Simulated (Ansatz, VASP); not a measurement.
**Two plane-wave programs on TePt**

```
Te Pt
1.0
     4.24912    0.00000    0.00000
    -2.12456    3.67985    0.00000
     0.00000    0.00000    5.59737
Te Pt
2 2
Direct
  0.33333 0.66667 0.25000
  0.66667 0.33333 0.75000
  0.00000 0.00000 0.00000
  0.00000 0.00000 0.50000
```

Alike in both runs: task relaxation of cell and atoms; functional r2SCAN; k mesh 12 × 12 × 8; occupations gaussian, width 0.1 eV; no spin polarisation.

|  | VASP | Ansatz |
| --- | --- | --- |
| version | VASP 6.6.1 | Ansatz 0.2.0 |
| potentials or method | VASP PAW PBE potentials, release 64 (Te, Pt), cutoff 600 eV | scalar-relativistic, plane waves, PAW |
| valence electrons in the cell | 32 | 68 |

Ansatz gave:

| Quantity | Value |
| --- | --- |
| gap on the k mesh at the Fermi level, each at its own relaxed structure (eV) | none |
| relaxed volume (Å³/atom) | 21.89 |
| relaxed length of the cell vector where the two differ most in proportion (Å) | 5.629 |

Problem. Estimate VASP's values.

Solution. gap on the k mesh at the Fermi level, each at its own relaxed structure (eV): none; relaxed volume (Å³/atom): 21.89; relaxed length of the cell vector where the two differ most in proportion (Å): 5.632.

VASP's potentials were made for PBE, not for r2SCAN. A gap of «none» marks a metal or a gap that the smearing closes. VASP's potentials hold 32 valence electrons a cell and Ansatz's 68, so a difference there can come from the potentials and not from the codes.

Spin-orbit coupling is off throughout.
